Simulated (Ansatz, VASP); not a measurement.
Two plane-wave programs on K

INCAR

```
ALGO     = Normal         # electronic algorithm
EDIFF    = 1E-6           # SCF threshold, eV
ENCUT    = 520            # plane-wave cutoff, eV
ISIF     = 2              # what is computed and relaxed
ISMEAR   = -1             # smearing method
LASPH    = T              # aspherical terms in the spheres
LCHARG   = F              # write CHGCAR
LREAL    = F              # projectors in reciprocal space
LWAVE    = F              # write WAVECAR
NBANDS   = 16             # bands
NELM     = 80             # most SCF steps
PREC     = Accurate       # precision mode
SIGMA    = 0.1            # smearing width, eV
```

KPOINTS

```
k-points
0
Gamma
  9 9 5
```

The input POSCAR:

```
K
1.0
    4.3215957962      0.0000000000      0.0000000000
   -2.1607978981      3.7426117444      0.0000000000
    0.0000000000      0.0000000000      7.0368819378
K
2
Direct
    0.3333333333      0.6666666667      0.2500000000
    0.6666666667      0.3333333333      0.7500000000
```

Input for Ansatz:

```yaml
crystal:
  lattice:
    - [4.3215957962, 0.0, 0.0]
    - [-2.1607978981, 3.7426117444, 0.0]
    - [0.0, 0.0, 7.0368819378]
  atoms:
    - { symbol: K, position: [0.3333333333, 0.6666666667, 0.25] }
    - { symbol: K, position: [0.6666666667, 0.3333333333, 0.75] }
hamiltonian:
  xc: lda
  pseudopotentials:
    kind: paw
    azcp:
      K: "pseudopotentials/K.paw.azcp"
basis:
  ecutwfc: 420
  fft_grid_basis: typed
kpoints:
  mp_grid: { grid: [9, 9, 5], shift: [0, 0, 0] }
magnetization:
  spin_polarized: false
scf:
  occupations: { method: fermi_dirac, width: 0.1 }
  lower_state_search: "off"
output:
  stress: true
```

Alike in both runs: task single point; functional LDA; k mesh 9 × 9 × 5; occupations fermi-dirac, width 0.1 eV; no spin polarisation.

|  | VASP | Ansatz |
| --- | --- | --- |
| version | VASP 6.6.1 | Ansatz 0.2.0 |
| potentials or method | VASP PAW LDA potentials, release 64 (K_sv), cutoff 520 eV | plane waves (420 eV) with PAW, scalar-relativistic |
| valence electrons in the cell | 18 | 18 |

```csv
,VASP,Ansatz,Ansatz less VASP
pressure (GPa),0.7,0.7,+0.02
"traceless stress, the component that is largest in VASP (GPa)",0.08,0.08,+0.001
```

Ansatz warns that its potentials were made for another functional, while VASP's fit it. LDA's correlation is that of Perdew and Zunger in VASP and of Perdew and Wang (1992) in Ansatz.
